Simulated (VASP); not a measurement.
A run of VASP 6.6.1:

POSCAR

```
Te2Mo
1.0
    3.5612561764      0.0000000000      0.0000000000
   -1.7806280882      3.0841383181      0.0000000000
    0.0000000000      0.0000000000     17.5238001931
Te Mo
2 1
Direct
    0.3333333333      0.6666666667      0.8636685594
    0.3333333333      0.6666666667      0.1020922919
    0.0000000000      0.0000000000      0.0000000000
```

The input INCAR.step1:

```
ALGO = Normal ; EDIFF = 1E-4
ENCUT = 520 ; GGA = PE
ISMEAR = 0 ; LASPH = T
LCHARG = F ; LREAL = F
LWAVE = T ; NBANDS = 20
NELM = 80 ; PREC = Accurate
SIGMA = 0.05
```

INCAR.step2

```
ALGO = Normal ; EDIFF = 1E-6
ENCUT = 520 ; ISIF = 2
ISMEAR = 0 ; ISTART = 1
LASPH = T ; LCHARG = F
LMIXTAU = T ; LREAL = F
LWAVE = F ; METAGGA = R2SCAN
NBANDS = 20 ; NELM = 80
PREC = Accurate ; SIGMA = 0.05
```

The input KPOINTS:

```
k-points
0
Gamma
  12 12 2
```

Potentials or basis: VASP PAW PBE potentials, release 64 (Te, Mo_sv).

Launch:

```console
$ cat potpaw_PBE.64/Te/POTCAR potpaw_PBE.64/Mo_sv/POTCAR > POTCAR
$ cp INCAR.step1 INCAR
$ mpirun -np 1 vasp_std > vasp.out
$ cp INCAR.step2 INCAR
$ mpirun -np 1 vasp_std > vasp.out
```

Hardware: 1 thread of AMD EPYC 7R43 64-Core Processor (Zen 3), with other jobs on the host.

Question: Estimate the wall time of this run.

Answer: It took 20 min on 1 thread of AMD EPYC 7R43 64-Core Processor (Zen 3), with other jobs on the host, peak memory 0.41 GiB. Counts: k points 38.
